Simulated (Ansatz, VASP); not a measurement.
## Two plane-wave programs on AlN

```
CELL_PARAMETERS angstrom
3.13022 0.00000 0.00000
-1.56511 2.71085 0.00000
0.00000 0.00000 5.01803
ATOMIC_POSITIONS crystal
Al 0.33333 0.66667 0.99923
Al 0.66667 0.33333 0.49923
N 0.33333 0.66667 0.38077
N 0.66667 0.33333 0.88077
```

Alike in both runs: functional PBE; k mesh 10 × 10 × 6; occupations gaussian, width 0.05 eV; no spin polarisation.

Ansatz relaxed the structure, and its values are those at the end. VASP's run is a single point on that final structure, the one shown.

|  | VASP | Ansatz |
| --- | --- | --- |
| version | VASP 6.6.1 | Ansatz 0.2.0 |
| potentials or method | VASP PAW PBE potentials, release 64 (Al, N), cutoff 520 eV | scalar-relativistic, plane waves, PAW |
| valence electrons in the cell | 16 | 16 |

```tsv
	VASP	Ansatz	Ansatz less VASP
gap on the k mesh at the Fermi level (eV)	4.04	4.03	-0.009
least direct gap on the mesh (eV)	4.04	4.03	-0.009
pressure (GPa)	-0.3	0.0	+0.26
```

The functional is the same, so the differences come from potentials, cutoffs and numerics.
